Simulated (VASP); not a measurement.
# SiC (P3m1) in VASP: further runs

SiC is run at these levels: r2SCAN; tasks: single point.

Program: VASP 6.6.1. These are calculated values, not measurements. Logs are shortened: lines on timing, memory, paths and dates and some standing lists are left out, and cuts for length are marked.

**1. The cell of the first run**

It takes space group P3m1 (No. 156, trigonal). Conventional cell: a = 3.076 Å, b = 3.076 Å, c = 5.048 Å, α = 90.00°, β = 90.00°, γ = 120.00°. Si (site symmetry 3m) has 4 C at 1.85 to 2.02 Å within 2.5 Å. Si (site symmetry 3m) has 4 C at 1.87 to 1.88 Å within 2.5 Å. C (site symmetry 3m) has 4 Si at 1.88 to 2.02 Å within 2.5 Å. C (site symmetry 3m) has 4 Si at 1.85 to 1.87 Å within 2.5 Å.

**2. Single point, r2SCAN (mode 6 (566.1 1/cm) frozen in, largest displacement -0.060 Å)**

File POSCAR:

```
SiC
1.0
    3.0759982064      0.0000000000      0.0000000000
   -1.5379991032      2.6638925888      0.0000000000
    0.0000000000      0.0000000000      5.0480000000
Si C
2 2
Direct
    0.3333333333      0.6666666667     -0.0118858954
    0.6666666667      0.3333333333      0.5118858954
    0.3333333333      0.6666666667      0.3877759409
    0.6666666667      0.3333333333      0.8822240591
```

File INCAR.step1:

```
  ALGO = Normal
  EDIFF = 1E-4
  ENCUT = 520
  GGA = PE
  ISMEAR = 0
  LASPH = True
  LCHARG = False
  LREAL = False
  LWAVE = True
  NBANDS = 16
  NELM = 100
  PREC = Accurate
  SIGMA = 0.05
```

File INCAR.step2:

```
  ALGO = Normal
  EDIFF = 1E-6
  ENCUT = 520
  ISIF = 2
  ISMEAR = 0
  ISTART = 1
  LASPH = True
  LCHARG = False
  LMIXTAU = True
  LREAL = False
  LWAVE = False
  METAGGA = R2SCAN
  NBANDS = 16
  NELM = 100
  PREC = Accurate
  SIGMA = 0.05
```

File KPOINTS:

```
k-points
0
Gamma
  12 12 6
```

Potentials or basis: VASP PAW PBE potentials, release 64 (Si, C).

Run with:

```bash
cat potpaw_PBE.64/Si/POTCAR potpaw_PBE.64/C/POTCAR > POTCAR
cp INCAR.step1 INCAR
mpirun -np 1 vasp_std > vasp.out
cp INCAR.step2 INCAR
mpirun -np 1 vasp_std > vasp.out
```

OUTCAR:

```text
EDIFF = 1E-6
   ENCUT = 520
   ISIF = 2
   ISMEAR = 0
   ISTART = 1
   LASPH = True
   LREAL = False
   METAGGA = R2SCAN
   NELM = 100
   PREC = Accurate

 ion  position               nearest neighbor table
   1  0.333  0.667  0.988-   4 1.85   4 1.85   4 1.85   3 2.02   2 2.99   2 2.99   2 2.99
   2  0.667  0.333  0.512-   4 1.87   3 1.88   3 1.88   3 1.88   1 2.99   1 2.99   1 2.99
   3  0.333  0.667  0.388-   2 1.88   2 1.88   2 1.88   1 2.02
   4  0.667  0.333  0.882-   1 1.85   1 1.85   1 1.85   2 1.87

  LATTYP: Found a hexagonal cell.
 ALAT       =     3.0759982064
 C/A-ratio  =     1.6410932846

  Lattice vectors:

 A1 = (   3.0759982064,   0.0000000000,   0.0000000000)
 A2 = (  -1.5379991032,   2.6638925888,   0.0000000000)
 A3 = (   0.0000000000,   0.0000000000,   5.0480000000)

Analysis of symmetry for initial positions (statically):
=====================================================================
 Subroutine PRICEL returns:
 Original cell was already a primitive cell.

 Routine SETGRP: Setting up the symmetry group for a
 hexagonal supercell.

 Subroutine GETGRP returns: Found  6 space group operations
 (whereof  6 operations were pure point group operations)
 out of a pool of 24 trial point group operations.

The static configuration has the point symmetry C_3v.

Analysis of symmetry for dynamics (positions and initial velocities):
=====================================================================
 Subroutine PRICEL returns:
 Original cell was already a primitive cell.

 Routine SETGRP: Setting up the symmetry group for a
 hexagonal supercell.

 Subroutine GETGRP returns: Found  6 space group operations
 (whereof  6 operations were pure point group operations)
 out of a pool of 24 trial point group operations.

The dynamic configuration has the point symmetry C_3v.

 Subroutine INISYM returns: Found  6 space group operations
 (whereof  6 operations are pure point group operations),
 and found     1 'primitive' translations

----------------------------------------------------------------------------------------

                                     Primitive cell

  volume of cell :      41.3640

  direct lattice vectors                    reciprocal lattice vectors
     3.075998206  0.000000000  0.000000000     0.325097719  0.187695255  0.000000000
    -1.537999103  2.663892589  0.000000000     0.000000000  0.375390511  0.000000000
     0.000000000  0.000000000  5.048000000     0.000000000  0.000000000  0.198098257

  length of vectors
     3.075998206  3.075998206  5.048000000     0.375390511  0.375390511  0.198098257

  position of ions in fractional coordinates (direct lattice)
     0.333333333  0.666666667  0.988114105
     0.666666667  0.333333333  0.511885895
     0.333333333  0.666666667  0.387775941
     0.666666667  0.333333333  0.882224059

  ion indices of the primitive-cell ions
   primitive index   ion index
                 1           1
                 2           2
                 3           3
                 4           4

----------------------------------------------------------------------------------------

 KPOINTS: k-points

Automatic generation of k-mesh.
 Grid dimensions read from file:
 generate k-points for:   12   12    6

 Generating k-lattice:

  Cartesian coordinates                     Fractional coordinates (reciprocal lattice)
     0.027091477  0.015641271  0.000000000     0.083333333 -0.000000000  0.000000000
     0.000000000  0.031282543  0.000000000     0.000000000  0.083333333  0.000000000
     0.000000000  0.000000000  0.033016376     0.000000000  0.000000000  0.166666667

  Length of vectors
     0.031282543  0.031282543  0.033016376

  Shift w.r.t. Gamma in fractional coordinates (k-lattice)
     0.000000000  0.000000000  0.000000000

 Subroutine IBZKPT returns following result:
 ===========================================

 Found    100 irreducible k-points:

 Following reciprocal coordinates:
            Coordinates               Weight
  0.000000  0.000000  0.000000      1.000000
[... 44 lines left out ...]

 E-fermi :   8.5882     XC(G=0): -11.9242

 val. band max:        8.2973047920   @ k =   0.0000   0.0000   0.0000
 cond. band min:      11.0049033850   @ k =   0.3333   0.3333   0.0000
 fundamental gap:      2.7075985930
 Fermi energy:         8.5882427606

 k-point     1 :       0.0000    0.0000    0.0000
  band No.  band energies     occupation
      1      -8.3043      2.00000
      2      -4.6076      2.00000
      3      -0.6957      2.00000
      4       6.4741      2.00000
      5       6.4741      2.00000
      6       8.1537      2.00000
[... 8 lines left out ...]
     15      17.6176      0.00000
     16      20.2833      0.00000

 k-point     2 :       0.0833   -0.0000    0.0000
  band No.  band energies     occupation
      1      -8.1798      2.00000
      2      -4.5011      2.00000
      3      -0.5800      2.00000
      4       5.8055      2.00000
      5       6.2720      2.00000
      6       7.6589      2.00000
[... 8 lines left out ...]
     15      17.9382      0.00000
     16      19.2570      0.00000

 k-point     3 :       0.1667   -0.0000    0.0000
  band No.  band energies     occupation
      1      -7.8099      2.00000
      2      -4.1915      2.00000
      3      -0.2426      2.00000
      4       4.3132      2.00000
      5       5.8014      2.00000
      6       6.4677      2.00000
[... 8 lines left out ...]
     15      18.3360      0.00000
     16      18.6001      0.00000

 k-point     4 :       0.2500    0.0000    0.0000
  band No.  band energies     occupation
      1      -7.2076      2.00000
      2      -3.7193      2.00000
      3       0.2615      2.00000
      4       2.6695      2.00000
      5       5.0049      2.00000
      6       5.2787      2.00000
[... 8 lines left out ...]
     15      18.9427      0.00000
     16      19.4751      0.00000
[... 324 lines left out ...]
 k-point    22 :       0.0000    0.0833    0.1667
  band No.  band energies     occupation
      1      -8.0506      2.00000
      2      -4.9933      2.00000
      3       0.1483      2.00000
      4       5.8764      2.00000
      5       6.3366      2.00000
      6       7.2611      2.00000
[... 8 lines left out ...]
     15      17.6943      0.00000
     16      19.8721      0.00000

 k-point    23 :       0.1667   -0.0000    0.1667
  band No.  band energies     occupation
      1      -7.6820      2.00000
      2      -4.6666      2.00000
      3       0.4478      2.00000
      4       4.4087      2.00000
      5       5.8768      2.00000
      6       6.1594      2.00000
[... 8 lines left out ...]
     15      18.3951      0.00000
     16      18.9084      0.00000

 k-point    24 :       0.0000    0.1667    0.1667
  band No.  band energies     occupation
      1      -7.6820      2.00000
      2      -4.6665      2.00000
      3       0.4455      2.00000
      4       4.4249      2.00000
      5       5.8770      2.00000
      6       6.1463      2.00000
[... 8 lines left out ...]
     15      18.5650      0.00000
     16      19.2534      0.00000

 [... further k-points ...]
[... 5 lines left out ...]
  --------------------------------------------------------------------------------------
  -------------------------------------------------------------------------------------
  Total        0.4188034      0.4188034     -0.3010496     -0.0000000      0.0000000      0.0000000
  in kB       16.2217843     16.2217843    -11.6607504     -0.0000000      0.0000000      0.0000000
  external PRESSURE =       6.9276060 kB  Pullay stress =       0.0000000 kB

 VOLUME and BASIS-vectors are now :
 -----------------------------------------------------------------------------
  energy-cutoff  :      520.00
  volume of cell :       41.36
      direct lattice vectors                 reciprocal lattice vectors
     3.075998206  0.000000000  0.000000000     0.325097719  0.187695255  0.000000000
    -1.537999103  2.663892589  0.000000000     0.000000000  0.375390511  0.000000000
     0.000000000  0.000000000  5.048000000     0.000000000  0.000000000  0.198098257

 POSITION                                       TOTAL-FORCE (eV/Angst)
 -----------------------------------------------------------------------------------
     -0.00000      1.77593      4.98800         0.000000     -0.000000      2.572480
      1.53800      0.88796      2.58400         0.000000     -0.000000     -1.403670
     -0.00000      1.77593      1.95749        -0.000000      0.000000     -0.798250
      1.53800      0.88796      4.45347        -0.000000      0.000000     -0.370560
 -----------------------------------------------------------------------------------
    total drift:                               -0.000000      0.000000     -0.001108

  FREE ENERGIE OF THE ION-ELECTRON SYSTEM (eV)
  ---------------------------------------------------
  free  energy   TOTEN  =       -38.4790165565 eV

  energy  without entropy=      -38.4790165565  energy(sigma->0) =      -38.47901656
```

Wall time 81 s (1 thread of Intel Xeon 6975P-C (Granite Rapids), shared host); peak memory 0.19 GiB.

What came out:

- Free energy: -38.4790 eV
- Pressure: 0.7 GPa
- Largest force: 2.572 eV/Å
- Band gap on the k mesh: 2.71 eV, indirect (least direct gap 4.44 eV)

Forces on the atoms (eV/Å):
```
Si   0.000  0.000  2.572
Si   0.000  0.000 -1.404
C    0.000  0.000 -0.798
C    0.000  0.000 -0.371
```

Stress tensor (GPa, compression positive):
```
 1.62  0.00  0.00
 0.00  1.62  0.00
 0.00  0.00 -1.17
```

Levels at points of the mesh, in eV from the valence-band top:
```tsv
k point	band 6	band 7	band 8	band 9	band 10	band 11
(0.00, 0.00, 0.00)	-0.14	-0.14	0.00	5.09	6.62	6.96
(0.50, 0.00, 0.00)	-3.84	-3.32	-1.47	2.97	4.64	7.34
(0.00, 0.00, 0.50)	-1.54	-0.53	-0.53	5.90	6.65	7.36
(0.50, 0.00, 0.50)	-2.74	-2.35	-2.14	3.40	3.64	5.47
```

Caveat: the cell differs from its parent crystal (mode 6 (566.1 1/cm) frozen in, largest displacement -0.060 Å); the PAW data sets were made with another functional, which shifts forces and pressure a little. A k mesh can miss the band edges.

**3. Single point, r2SCAN (mode 6 (566.1 1/cm) frozen in, largest displacement +0.030 Å)**

File POSCAR:

```
SiC
1.0
    3.0759982064      0.0000000000      0.0000000000
   -1.5379991032      2.6638925888      0.0000000000
    0.0000000000      0.0000000000      5.0480000000
Si C
2 2
Direct
    0.3333333333      0.6666666667      0.0059429477
    0.6666666667      0.3333333333      0.4940570523
    0.3333333333      0.6666666667      0.3836120295
    0.6666666667      0.3333333333      0.8863879705
```

File INCAR.step1:

```
ALGO = Normal
EDIFF = 1E-4
ENCUT = 520
GGA = PE
ISMEAR = 0
LASPH = True
LCHARG = False
LREAL = False
LWAVE = True
NBANDS = 16
NELM = 80
PREC = Accurate
SIGMA = 0.05
```

File INCAR.step2:

```
ALGO = Normal
EDIFF = 1E-7
ENCUT = 520
ISIF = 2
ISMEAR = 0
ISTART = 1
LASPH = True
LCHARG = False
LMIXTAU = True
LREAL = False
LWAVE = False
METAGGA = R2SCAN
NBANDS = 16
NELM = 80
PREC = Accurate
SIGMA = 0.05
```

KPOINTS is that of step 2.

Potentials or basis: VASP PAW PBE potentials, release 64 (Si, C).

Run with:

```bash
cat potpaw_PBE.64/Si/POTCAR potpaw_PBE.64/C/POTCAR > POTCAR
cp INCAR.step1 INCAR
mpirun -np 1 vasp_std > vasp.out
cp INCAR.step2 INCAR
mpirun -np 1 vasp_std > vasp.out
```

It took 79 s on 1 thread of Intel Xeon 6975P-C (Granite Rapids), shared host; peak memory 0.2 GiB.

Results (log left out):

* Free energy: -38.5705 eV
* Pressure: 0.2 GPa
* Largest force: 1.716 eV/Å
* Band gap on the k mesh: 2.70 eV, indirect (least direct gap 4.55 eV)

Forces on the atoms (eV/Å):
```
Si   0.000  0.000 -0.266
Si   0.000  0.000  1.716
C    0.000  0.000 -0.625
C    0.000  0.000 -0.825
```

Stress tensor (GPa, compression positive):
```
 1.43  0.00  0.00
 0.00  1.43  0.00
 0.00  0.00 -2.34
```

Levels at points of the mesh, in eV from the valence-band top:
```tsv
k point	band 6	band 7	band 8	band 9	band 10	band 11
(0.00, 0.00, 0.00)	-0.25	-0.25	0.00	5.16	6.58	7.00
(0.50, 0.00, 0.00)	-3.75	-3.33	-1.54	3.01	4.63	7.32
(0.00, 0.00, 0.50)	-1.28	-0.78	-0.78	6.10	6.48	7.53
(0.50, 0.00, 0.50)	-2.60	-2.58	-2.30	3.51	3.64	5.47
```

Caveat: the cell differs from its parent crystal (mode 6 (566.1 1/cm) frozen in, largest displacement +0.030 Å); the PAW data sets were made with another functional, which shifts forces and pressure a little.

**4. Single point, r2SCAN (mode 6 (566.1 1/cm) frozen in, largest displacement +0.045 Å)**

File POSCAR:

```
SiC
1.0
    3.0759982064      0.0000000000      0.0000000000
   -1.5379991032      2.6638925888      0.0000000000
    0.0000000000      0.0000000000      5.0480000000
Si C
2 2
Direct
    0.3333333333      0.6666666667      0.0089144216
    0.6666666667      0.3333333333      0.4910855784
    0.3333333333      0.6666666667      0.3829180443
    0.6666666667      0.3333333333      0.8870819557
```

File INCAR.step1:

```
SYSTEM = SiC
PREC     = Accurate       ! precision mode
ENCUT    = 520            ! plane-wave cutoff, eV
ISMEAR   = 0              ! smearing method
SIGMA    = 0.05           ! smearing width, eV
LREAL    = .False.        ! projectors in reciprocal space
LASPH    = .True.         ! aspherical terms in the spheres
NELM     = 80             ! most SCF steps
NBANDS   = 16             ! bands
GGA      = PE             ! functional
ALGO     = Normal         ! electronic algorithm
EDIFF    = 1E-4           ! SCF threshold, eV
LWAVE    = .True.         ! write WAVECAR
LCHARG   = .False.        ! write CHGCAR
```

File INCAR.step2:

```
SYSTEM = SiC
PREC     = Accurate       ! precision mode
ENCUT    = 520            ! plane-wave cutoff, eV
EDIFF    = 1E-6           ! SCF threshold, eV
ISMEAR   = 0              ! smearing method
SIGMA    = 0.05           ! smearing width, eV
LREAL    = .False.        ! projectors in reciprocal space
LASPH    = .True.         ! aspherical terms in the spheres
NELM     = 80             ! most SCF steps
ALGO     = Normal         ! electronic algorithm
ISIF     = 2              ! what is computed and relaxed
LWAVE    = .False.        ! write WAVECAR
LCHARG   = .True.         ! write CHGCAR
METAGGA  = R2SCAN         ! meta-GGA
LMIXTAU  = .True.       
LELF     = .True.         ! ELF
LVHAR    = .True.       
NBANDS   = 16             ! bands
ISTART   = 1
```

File KPOINTS:

```
Automatic mesh
0
Gamma
  12 12 6
  0 0 0
```

Run with:

```bash
cat potpaw_PBE.64/Si/POTCAR potpaw_PBE.64/C/POTCAR > POTCAR
cp INCAR.step1 INCAR
mpirun -np 1 vasp_std > vasp.out
cp INCAR.step2 INCAR
mpirun -np 1 vasp_std > vasp.out
```

Run time: 83 s. Hardware: 1 thread of Intel Xeon 6975P-C (Granite Rapids), shared host; peak memory 0.19 GiB.

Results (log left out):

```
Free energy            : -38.5324 eV
Pressure               : 0.4 GPa
Largest force          : 2.155 eV/Å
Band gap on the k mesh : 2.70 eV, indirect (least direct gap 4.50 eV)
```

Forces in eV/Å, atoms in the order of the input:
```
Si   0.000  0.000 -0.822
Si   0.000  0.000  2.155
C    0.000  0.000 -0.512
C    0.000  0.000 -0.821
```

Stress tensor (GPa, compression positive):
```
 1.51  0.00  0.00
 0.00  1.51  0.00
 0.00  0.00 -1.85
```

Levels at points of the mesh, in eV from the valence-band top:
| k point | band 4 | band 5 | band 6 | band 7 | band 8 | band 9 | band 10 | band 11 | band 12 | band 13 |
| --- | --- | --- | --- | --- | --- | --- | --- | --- | --- | --- |
| (0.00, 0.00, 0.00) | -1.75 | -1.75 | -0.21 | -0.21 | 0.00 | 5.13 | 6.60 | 6.98 | 6.98 | 8.15 |
| (0.50, 0.00, 0.00) | -6.79 | -5.62 | -3.79 | -3.33 | -1.51 | 2.99 | 4.63 | 7.33 | 7.71 | 10.27 |
| (0.00, 0.00, 0.50) | -4.37 | -1.41 | -1.41 | -0.65 | -0.65 | 6.00 | 6.56 | 7.44 | 7.44 | 7.94 |
| (0.50, 0.00, 0.50) | -8.47 | -3.19 | -2.67 | -2.46 | -2.22 | 3.46 | 3.64 | 5.47 | 5.64 | 10.89 |

Caveat: the cell differs from its parent crystal (mode 6 (566.1 1/cm) frozen in, largest displacement +0.045 Å); the PAW data sets were made with another functional, which shifts forces and pressure a little.

**5. Single point, r2SCAN (mode 6 (566.1 1/cm) frozen in, largest displacement +0.015 Å)**

File POSCAR:

```
SiC
1.0
    3.0759982064      0.0000000000      0.0000000000
   -1.5379991032      2.6638925888      0.0000000000
    0.0000000000      0.0000000000      5.0480000000
Si C
2 2
Direct
    0.3333333333      0.6666666667      0.0029714739
    0.6666666667      0.3333333333      0.4970285261
    0.3333333333      0.6666666667      0.3843060148
    0.6666666667      0.3333333333      0.8856939852
```

File INCAR.step1:

```
SYSTEM = SiC
ALGO = Normal ; EDIFF = 1E-4
ENCUT = 520 ; GGA = PE
ISMEAR = 0 ; LASPH = .TRUE.
LCHARG = .FALSE. ; LREAL = .FALSE.
LWAVE = .TRUE. ; NBANDS = 16
NELM = 100 ; PREC = Accurate
SIGMA = 0.05
```

File INCAR.step2:

```
SYSTEM = SiC
ALGO = Normal ; EDIFF = 1E-6
ENCUT = 520 ; ISIF = 2
ISMEAR = 0 ; ISTART = 1
LASPH = .TRUE. ; LCHARG = .TRUE.
LELF = .TRUE. ; LMIXTAU = .TRUE.
LREAL = .FALSE. ; LVHAR = .TRUE.
LWAVE = .FALSE. ; METAGGA = R2SCAN
NBANDS = 16 ; NELM = 100
PREC = Accurate ; SIGMA = 0.05
```

File KPOINTS:

```
k-points
0
G
  12 12 6
  0 0 0
```

Run with:

```bash
cat potpaw_PBE.64/Si/POTCAR potpaw_PBE.64/C/POTCAR > POTCAR
cp INCAR.step1 INCAR
mpirun -np 1 vasp_std > vasp.out
cp INCAR.step2 INCAR
mpirun -np 1 vasp_std > vasp.out
```

Wall time 86 s (1 thread of Intel Xeon 6975P-C (Granite Rapids), shared host); peak memory 0.2 GiB.

Results (log left out):

| Item | Value |
| --- | --- |
| Free energy | -38.5933 eV |
| Pressure | 0.0 GPa |
| Largest force | 1.255 eV/Å |
| Band gap on the k mesh | 2.70 eV, indirect (least direct gap 4.58 eV) |

Forces on the atoms (eV/Å):
```
Si   0.000  0.000  0.264
Si   0.000  0.000  1.255
C    0.000  0.000 -0.711
C    0.000  0.000 -0.809
```

Stress tensor (GPa, compression positive):
```
 1.38  0.00  0.00
 0.00  1.38  0.00
 0.00  0.00 -2.63
```

Levels at points of the mesh, in eV from the valence-band top:
| k point | band 4 | band 5 | band 6 | band 7 | band 8 | band 9 | band 10 | band 11 | band 12 | band 13 |
| --- | --- | --- | --- | --- | --- | --- | --- | --- | --- | --- |
| (0.00, 0.00, 0.00) | -1.66 | -1.66 | -0.29 | -0.29 | 0.00 | 5.17 | 6.57 | 7.01 | 7.01 | 8.13 |
| (0.50, 0.00, 0.00) | -6.82 | -5.63 | -3.73 | -3.34 | -1.56 | 3.02 | 4.63 | 7.32 | 7.71 | 10.37 |
| (0.00, 0.00, 0.50) | -4.55 | -1.15 | -1.15 | -0.90 | -0.90 | 6.20 | 6.39 | 7.61 | 7.61 | 7.78 |
| (0.50, 0.00, 0.50) | -8.65 | -2.94 | -2.70 | -2.53 | -2.38 | 3.56 | 3.62 | 5.49 | 5.55 | 11.03 |

Caveat: the cell differs from its parent crystal (mode 6 (566.1 1/cm) frozen in, largest displacement +0.015 Å); the PAW data sets were made with another functional, which shifts forces and pressure a little.
